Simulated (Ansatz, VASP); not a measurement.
## Re in VASP and in Ansatz

File INCAR:

```
SYSTEM = Re
ALGO = Normal
EDIFF = 1E-7
EDIFFG = -0.005
ENCUT = 500
GGA = PS
GGA_COMPAT = .FALSE.
IBRION = 2
ISIF = 3
ISMEAR = -1
LASPH = .TRUE.
LCHARG = .FALSE.
LREAL = .FALSE.
LWAVE = .FALSE.
NELM = 120
NELMIN = 4
NSW = 60
PREC = Accurate
SIGMA = 0.1
```

The input KPOINTS:

```
k-points
0
G
  15 15 15
  0 0 0
```

POSCAR

```
Re
1.0
    2.5050819293      0.0000000000      0.0000000000
    0.0000000000      2.5050819293      0.0000000000
    0.0000000000      0.0000000000      2.5050819293
Re
1
Direct
    0.0000000000      0.0000000000      0.0000000000
```

Input for Ansatz:

```yaml
crystal:
  lattice:
    - [2.5050819293, 0.0, 0.0]
    - [0.0, 2.5050819293, 0.0]
    - [0.0, 0.0, 2.5050819293]
  atoms:
    - { symbol: Re, position: [0.0, 0.0, 0.0] }
kpoints:
  mp_grid: { grid: [15, 15, 15] }
scf:
  occupations: { method: fermi_dirac, width: 0.1 }
hamiltonian:
  xc: pbesol
  pseudopotentials: { kind: paw }
output:
  forces: true
  stress: true
relax:
  f_tol: 0.005
  max_steps: 40
  cell: {}
```

Alike in both runs: task relaxation of cell and atoms; functional PBEsol; k mesh 15 × 15 × 15; occupations fermi-dirac, width 0.1 eV; no spin polarisation.

|  | VASP | Ansatz |
| --- | --- | --- |
| version | VASP 6.6.1 | Ansatz 0.2.0 |
| potentials or method | VASP PAW PBE potentials, release 64 (Re_sv_GW) | PAW with Ansatz's default frozen-core files, scalar-relativistic |
| plane-wave cutoff (eV) | 500 | 420 |
| valence electrons in the cell | 15 | 15 |

Ansatz gave:

| Item | Value |
| --- | --- |
| relaxed volume (Å³/atom) | 16.62 |
| relaxed cell length with the largest relative difference (Å) | 2.552 |

Task: Which values does VASP return?

Result: Relaxed volume (Å³/atom): 16.48; relaxed cell length with the largest relative difference (Å): 2.545.

VASP's potentials were made for PBE, not for PBEsol.

Spin-orbit coupling is off throughout.
